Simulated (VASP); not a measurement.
# Al (Fm-3m) in VASP: relaxation of cell and atoms with PBEsol

Aim: the relaxation of cell and atoms of Al with PBEsol.

Program: VASP 6.6.1. These are calculated values, not measurements. Logs are shortened: lines on timing, memory, paths and dates and some standing lists are left out, and cuts for length are marked.

## Step 1: The cell of the first run

It takes space group Fm-3m (No. 225, cubic). The conventional cell has a = 4.003 Å, b = 4.003 Å, c = 4.003 Å, α = 90.00°, β = 90.00°, γ = 90.00°. Al (site symmetry m-3m) has 12 Al at 2.83 Å within 3.7 Å.

## Step 2: Relaxation of cell and atoms, PBEsol

File INCAR:

```
PREC = Accurate
ENCUT = 600
EDIFF = 1E-7
ISMEAR = 0
SIGMA = 0.1
LREAL = F
LASPH = T
NELM = 60
ALGO = Normal
ISIF = 3
LWAVE = F
LCHARG = F
GGA = PS
IBRION = 2
NSW = 80
EDIFFG = -0.01
```

File KPOINTS:

```
regular mesh
0
Gamma
  18 18 18
```

File POSCAR:

```
Al
1.0
    0.0000000000      2.0012861199      2.0012861199
    2.0012861199      0.0000000000      2.0012861199
    2.0012861199      2.0012861199      0.0000000000
Al
1
Direct
    0.0000000000      0.0000000000      0.0000000000
```

Potentials or basis: VASP PAW PBE potentials, release 64 (Al).

On the command line:

```sh
cat potpaw_PBE.64/Al/POTCAR > POTCAR
mpirun -np 1 vasp_std > vasp.out
```

OUTCAR:

```text
PREC = Accurate
   ENCUT = 600
   EDIFF = 1E-7
   ISMEAR = 0
   LREAL = F
   LASPH = T
   NELM = 60
   ISIF = 3
   GGA = PS
   IBRION = 2
   NSW = 80
   EDIFFG = -0.01

 ion  position               nearest neighbor table
   1  0.000  0.000  0.000-

  LATTYP: Found a face centered cubic cell.
 ALAT       =     4.0025722398

  Lattice vectors:

 A1 = (   0.0000000000,   2.0012861199,   2.0012861199)
 A2 = (   2.0012861199,   0.0000000000,   2.0012861199)
 A3 = (   2.0012861199,   2.0012861199,   0.0000000000)

Analysis of symmetry for initial positions (statically):
=====================================================================
 Subroutine PRICEL returns:
 Original cell was already a primitive cell.

 Routine SETGRP: Setting up the symmetry group for a
 face centered cubic supercell.

 Subroutine GETGRP returns: Found 48 space group operations
 (whereof 48 operations were pure point group operations)
 out of a pool of 48 trial point group operations.

The static configuration has the point symmetry O_h .

Analysis of symmetry for dynamics (positions and initial velocities):
=====================================================================
 Subroutine PRICEL returns:
 Original cell was already a primitive cell.

 Routine SETGRP: Setting up the symmetry group for a
 face centered cubic supercell.

 Subroutine GETGRP returns: Found 48 space group operations
 (whereof 48 operations were pure point group operations)
 out of a pool of 48 trial point group operations.

The dynamic configuration has the point symmetry O_h .

 Subroutine INISYM returns: Found 48 space group operations
 (whereof 48 operations are pure point group operations),
 and found     1 'primitive' translations

----------------------------------------------------------------------------------------

                                     Primitive cell

  volume of cell :      16.0309

  direct lattice vectors                    reciprocal lattice vectors
     0.000000000  2.001286120  2.001286120    -0.249839338  0.249839338  0.249839338
     2.001286120  0.000000000  2.001286120     0.249839338 -0.249839338  0.249839338
     2.001286120  2.001286120  0.000000000     0.249839338  0.249839338 -0.249839338

  length of vectors
     2.830245973  2.830245973  2.830245973     0.432734428  0.432734428  0.432734428

  position of ions in fractional coordinates (direct lattice)
     0.000000000  0.000000000  0.000000000

  ion indices of the primitive-cell ions
   primitive index   ion index
                 1           1

----------------------------------------------------------------------------------------

 KPOINTS: regular mesh

Automatic generation of k-mesh.
 Grid dimensions read from file:
 generate k-points for:   18   18   18

 Generating k-lattice:

  Cartesian coordinates                     Fractional coordinates (reciprocal lattice)
    -0.013879963  0.013879963  0.013879963     0.055555556  0.000000000  0.000000000
     0.013879963 -0.013879963  0.013879963     0.000000000  0.055555556  0.000000000
     0.013879963  0.013879963 -0.013879963     0.000000000  0.000000000  0.055555556

  Length of vectors
     0.024040802  0.024040802  0.024040802

  Shift w.r.t. Gamma in fractional coordinates (k-lattice)
     0.000000000  0.000000000  0.000000000

 Subroutine IBZKPT returns following result:
 ===========================================

 Found    195 irreducible k-points:

 Following reciprocal coordinates:
            Coordinates               Weight
  0.000000  0.000000  0.000000      1.000000
  0.055556  0.000000  0.000000      8.000000
  0.111111  0.000000  0.000000      8.000000
  0.166667  0.000000  0.000000      8.000000
  0.222222  0.000000  0.000000      8.000000
  0.277778  0.000000  0.000000      8.000000
[... 16 lines left out ...]
 -0.277778  0.055556  0.000000     24.000000
 -0.222222  0.055556  0.000000     24.000000
 [... further k-points ...]
   k-points           NKPTS =    195   k-points in BZ     NKDIM =    195   number of bands    NBANDS=      5
   number of dos      NEDOS =    301   number of ions     NIONS =      1
   total plane-waves  NPLWV =  13824
   dimension x,y,z NGX =    24 NGY =   24 NGZ =   24
   dimension x,y,z NGXF=    48 NGYF=   48 NGZF=   48
   ions per type =               1
   NGX,Y,Z   is equivalent  to a cutoff of  14.10, 14.10, 14.10 a.u.
   NGXF,Y,Z  is equivalent  to a cutoff of  28.19, 28.19, 28.19 a.u.
 SYSTEM =  unknown system
   PREC   = accura    normal or accurate (medium, high low for compatibility)
   ISTART =      0    job   : 0-new  1-cont  2-samecut
   ICHARG =      2    charge: 1-file 2-atom 10-const
   ISPIN  =      1    spin polarized calculation?
   LNONCOLLINEAR =      F non collinear calculations
   LSORBIT =      F    spin-orbit coupling
   LASPH  =      T    aspherical Exc in radial PAW
   ENCUT  =  600.0 eV  44.10 Ry    6.64 a.u.   5.65  5.65  5.65*2*pi/ulx,y,z
   NELM   =     60;   NELMIN=  2; NELMDL= -5     # of ELM steps
   EDIFF  = 0.1E-06   stopping-criterion for ELM
   LREAL  =      F    real-space projection
   EDIFFG = -.1E-01   stopping-criterion for IOM
   NSW    =     80    number of steps for IOM
   IBRION =      2    ionic relax: 0-MD 1-quasi-New 2-CG
   NFREE  =      1    steps in history (QN), initial steepest desc. (CG)
   ISIF   =      3    stress and relaxation
   ISYM   =      2    0-nonsym 1-usesym 2-fastsym
   POTIM  = 0.5000    time-step for ionic-motion
   TEBEG  =    0.0;   TEEND  =   0.0 temperature during run
   PSTRESS=    0.0 pullay stress
   NELECT =       3.0000    total number of electrons
   NUPDOWN=      -1.0000    fix difference up-down
   EMIN   =  10.00;   EMAX   =-10.00  energy-range for DOS
   EFERMI =   0.00;   METHOD = LEGACY
   ISMEAR =     0;   SIGMA  =   0.10  broadening in eV -4-tet -1-fermi 0-gaus
   EFERMI_NEDOS =   21; number of points for ismear=-14 and -15
   IALGO  =     38    algorithm
   IMIX   =      4    mixing-type and parameters
     AMIX     =   0.40;   BMIX     =  1.00
     AMIX_MAG =   1.60;   BMIX_MAG =  1.00
  volume/ion in A,a.u.               =      16.03       108.18
  Fermi-wavevector in a.u.,A,eV,Ry     =   0.936403  1.769545 11.930273  0.876850
  Thomas-Fermi vector in A             =   2.063409
   LORBIT       =      0    0 simple, 1 ext, 2 COOP (PROOUT), +10 PAW based schemes
   GGA     = PS    functional components
   LHFCALC =     F    Hartree Fock is set to
   AEXX    =    0.0000 exact exchange contribution
   IVDW    =     0    specifies the selected vdW correction
   LEPSILON=     F    determine dielectric tensor
   LRPA    =     F    only Hartree local field effects (RPA)
 conjugate gradient relaxation of ions
 non-spin polarized calculation
 Gauss-broadening in eV      SIGMA  =   0.10
  energy-cutoff  :      600.00
  volume of cell :       16.03
 maximum number of plane-waves:       547
   NGX = 11   NGY = 11   NGZ = 11

--------------------------------------- Ionic step        1  -------------------------------------------

 number of electron       3.0000000 magnetization

 Free energy of the ion-electron system (eV)
  ---------------------------------------------------
  ext. energy  EPLUGINS =         0.00000000
  ---------------------------------------------------
  free energy    TOTEN  =        -4.09032818 eV

  energy without entropy =       -4.08734645  energy(sigma->0) =       -4.08883731

------------------------ aborting loop because EDIFF is reached ----------------------------------------

  FORCE on cell =-STRESS in cart. coord.  units (eV):
  Direction    XX          YY          ZZ          XY          YZ          ZX
  --------------------------------------------------------------------------------------
  -------------------------------------------------------------------------------------
  Total        0.0835905      0.0835905      0.0835905     -0.0000000     -0.0000000      0.0000000
  in kB        8.3542933      8.3542933      8.3542933     -0.0000000     -0.0000000      0.0000000
  external PRESSURE =       8.3542933 kB  Pullay stress =       0.0000000 kB
[... 55 lines left out ...]
  energy  without entropy=       -4.0877461692  energy(sigma->0) =       -4.08923868

--------------------------------------- Ionic step        3  -------------------------------------------

 number of electron       3.0000000 magnetization

 Free energy of the ion-electron system (eV)
  ---------------------------------------------------
  ext. energy  EPLUGINS =         0.00000000
  ---------------------------------------------------
  free energy    TOTEN  =        -4.09074714 eV

  energy without entropy =       -4.08775983  energy(sigma->0) =       -4.08925348

 E-fermi :   8.1368     XC(G=0): -10.3253

 val. band max:        8.1227576606   @ k =  -0.2778   0.2778   0.0556
 cond. band min:       8.1456242378   @ k =  -0.4444   0.3333   0.1111
 fundamental gap:      0.0228665772
 Fermi energy:         8.1368379103

 k-point     1 :       0.0000    0.0000    0.0000
  band No.  band energies     occupation
      1      -3.1136      2.00000
      2      20.8452      0.00000
      3      20.8452      0.00000
      4      20.8452      0.00000
      5      22.4794      0.00000

 k-point     2 :       0.0556    0.0000    0.0000
  band No.  band energies     occupation
      1      -3.0286      2.00000
      2      19.3438      0.00000
      3      20.5513      0.00000
      4      20.5513      0.00000
      5      22.9065      0.00000
[... 169 lines left out ...]
 k-point    24 :      -0.2222    0.0556    0.0000
  band No.  band energies     occupation
      1      -1.4527      2.00000
      2      12.0228      0.00000
      3      17.5330      0.00000
      4      20.4106      0.00000
      5      22.1688      0.00000

 [... further k-points ...]

------------------------ aborting loop because EDIFF is reached ----------------------------------------

  FORCE on cell =-STRESS in cart. coord.  units (eV):
  Direction    XX          YY          ZZ          XY          YZ          ZX
  --------------------------------------------------------------------------------------
  -------------------------------------------------------------------------------------
  Total        0.0002032      0.0002032      0.0002032     -0.0000000      0.0000000      0.0000000
  in kB        0.0201066      0.0201066      0.0201066     -0.0000000      0.0000000      0.0000000
  external PRESSURE =       0.0201066 kB  Pullay stress =       0.0000000 kB
[... 16 lines left out ...]
  FREE ENERGIE OF THE ION-ELECTRON SYSTEM (eV)
  ---------------------------------------------------
  free  energy   TOTEN  =        -4.0907471366 eV

  energy  without entropy=       -4.0877598314  energy(sigma->0) =       -4.08925348

 reached required accuracy - stopping structural energy minimisation
```

Wall time 29 s (1 thread of Intel Xeon 8259CL, shared host); peak memory 0.15 GiB.

Results:

```
Free energy                           : -4.0907 eV
Relaxed volume                        : 16.19 Å³/atom
Relaxed cell                          : a = 2.840 Å, b = 2.840 Å, c = 2.840 Å, α = 60.00°, β = 60.00°, γ = 60.00°
Space group after relaxing (to 0.1 Å) : Fm-3m (No. 225)
Energy gained by relaxing             : 0.4 meV/atom
Ionic steps                           : 3
Pressure after relaxing               : 0.0 GPa
Band gap on the k mesh                : zero (an odd number of electrons rules out a gap without spin polarisation)
```

The path:
```tsv
step	energy change (eV)	largest force (eV/Å)	pressure (GPa)	volume (Å³)
1	0.0000	0.0000	0.84	16.03
2	-0.0004	0.0000	-0.16	16.23
3	-0.0004	0.0000	0.00	16.19
```

Final structure:
```
Al
1.0
     0.00000    2.00803    2.00803
     2.00803    0.00000    2.00803
     2.00803    2.00803    0.00000
Al
1
Cartesian
  0.0000 0.0000 0.0000
```

Caveat: the PAW data sets were made with another functional, which shifts forces and pressure a little. Zero-point motion and thermal expansion aren't in these numbers.
